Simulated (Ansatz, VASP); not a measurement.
**Two plane-wave programs on Zr**

```xyz
2
Lattice="0.0000 3.0696 3.0696 3.0696 0.0000 3.0696 3.0696 3.0696 0.0000" Properties=species:S:1:pos:R:3 pbc="T T T"
Zr    3.0696    3.0696    3.0696
Zr    4.6044    4.6044    4.6044
```

Alike in both runs: functional PBEsol; k mesh 12 × 12 × 12; occupations gaussian, width 0.1 eV; no spin polarisation.

Ansatz relaxed the structure, and its values are those at the end. VASP's run is a single point on that final structure, the one shown.

```csv
,VASP,Ansatz
version,VASP 6.6.1,Ansatz 0.2.0
potentials or method,"VASP PAW PBE potentials, release 64 (Zr_sv), cutoff 520 eV","scalar-relativistic, plane waves, PAW"
valence electrons in the cell,24,24
```

VASP gave:

```
gap on the k mesh at the Fermi level (eV) : none
pressure (GPa)                            : 0.1
```

Q: Estimate Ansatz's values.

A: gap on the k mesh at the Fermi level (eV): none; pressure (GPa): 0.0.

VASP's potentials were made for PBE, not for PBEsol. A gap of «none» marks a metal or a gap that the smearing closes.
